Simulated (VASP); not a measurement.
Input of a VASP 6.6.1 run:

The input INCAR:

```
PREC = Accurate
ENCUT = 520
EDIFF = 1E-7
ISMEAR = 0
SIGMA = 0.1
LREAL = F
LASPH = T
NELM = 100
ALGO = Normal
ISIF = 2
LWAVE = F
LCHARG = T
GGA = PE
LELF = T
LVHAR = T
NBANDS = 16
```

KPOINTS

```
Automatic mesh
0
Gamma
  6 6 6
```

POSCAR

```
GaAs
1.0
    0.0000000000      2.8750910500      2.8750910500
    2.8750910500      0.0000000000      2.8750910500
    2.8750910500      2.8750910500      0.0000000000
Ga As
1 1
Direct
    0.0000000000      0.0000000000      0.0000000000
    0.7500000000      0.7500000000      0.7500000000
```

Potentials or basis: VASP PAW PBE potentials, release 64 (Ga_d, As).

Run with:

```console
$ cat potpaw_PBE.64/Ga_d/POTCAR potpaw_PBE.64/As/POTCAR > POTCAR
$ mpirun -np 1 vasp_std > vasp.out
```

Q: What does it give for the band gap on the k mesh?

A: 0.14 eV.

Q: Predict the pressure.

A: 0.0 GPa.
